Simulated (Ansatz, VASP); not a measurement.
One calculation of Tl, two programs

```
Tl
1.0
     3.61130    0.00000    0.00000
    -1.80565    3.12748    0.00000
     0.00000    0.00000    5.56903
Tl
2
Direct
  0.33333 0.66667 0.25000
  0.66667 0.33333 0.75000
```

Alike in both runs: functional PBE; k mesh 15 × 15 × 8; occupations gaussian, width 0.1 eV; no spin polarisation.

Ansatz relaxed the structure, and its values are those at the end. VASP's run is a single point on that final structure, the one shown.

|  | VASP | Ansatz |
| --- | --- | --- |
| version | VASP 6.6.1 | Ansatz 0.2.0 |
| potentials or method | VASP PAW PBE potentials, release 64 (Tl_d), cutoff 520 eV | scalar-relativistic, plane waves, PAW |
| valence electrons in the cell | 26 | 26 |

VASP gave:

```
gap on the k mesh at the Fermi level (eV) : none
pressure (GPa)                            : -0.1
```

Estimate Ansatz's values.

gap on the k mesh at the Fermi level (eV): none; pressure (GPa): 0.0.

A gap of «none» marks a metal or a gap that the smearing closes. The functional is the same, so the differences come from potentials, cutoffs and numerics.

Spin-orbit coupling is off throughout.
